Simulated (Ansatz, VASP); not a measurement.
## Two plane-wave programs on TiO2

```xyz
12
Lattice="4.5453 0.0000 0.0000 0.0000 5.5196 0.0000 0.0000 0.0000 4.9092" Properties=species:S:1:pos:R:3 pbc="T T T"
Ti    0.0000    0.9548    3.6819
Ti    2.2727    1.8050    1.2273
Ti    0.0000    4.5648    1.2273
Ti    2.2727    3.7147    3.6819
O     1.2338    2.1070    4.5098
O     3.5065    0.6528    0.3994
O     1.0388    0.6528    2.0552
O     3.3115    2.1070    2.8540
O     1.2338    3.4126    2.0552
O     3.5065    4.8668    2.8540
O     1.0388    4.8668    4.5098
O     3.3115    3.4126    0.3994
```

Alike in both runs: task single point; functional PBE; k mesh 2 × 2 × 2; occupations fermi-dirac, width 0.05 eV; no spin polarisation.

|  | VASP | Ansatz |
| --- | --- | --- |
| version | VASP 6.6.1 | Ansatz 0.2.0 |
| potentials or method | VASP PAW PBE potentials, release 64 (Ti_sv, O) | Ansatz PAW |
| plane-wave cutoff (eV) | 520 | 420 |
| valence electrons in the cell | 96 | 96 |

|  | VASP | Ansatz | Ansatz less VASP |
| --- | --- | --- | --- |
| gap on the k mesh at the Fermi level (eV) | 2.59 | 2.61 | +0.022 |
| least direct gap on the mesh (eV) | 2.64 | 2.67 | +0.024 |
| pressure (GPa) | 4.9 | 4.2 | -0.74 |
| traceless stress, the component that is largest in VASP (GPa) | 0.30 | 0.39 | +0.091 |
| rms of the force components (eV/Å) | 0.053 | 0.067 | +0.0138 |

Atom by atom the forces differ by 0.016 eV/Å (rms over components). With one functional, cell and mesh, what is left measures potentials, basis and numerics.

The k mesh is coarse, so the values compare programs but aren't converged.
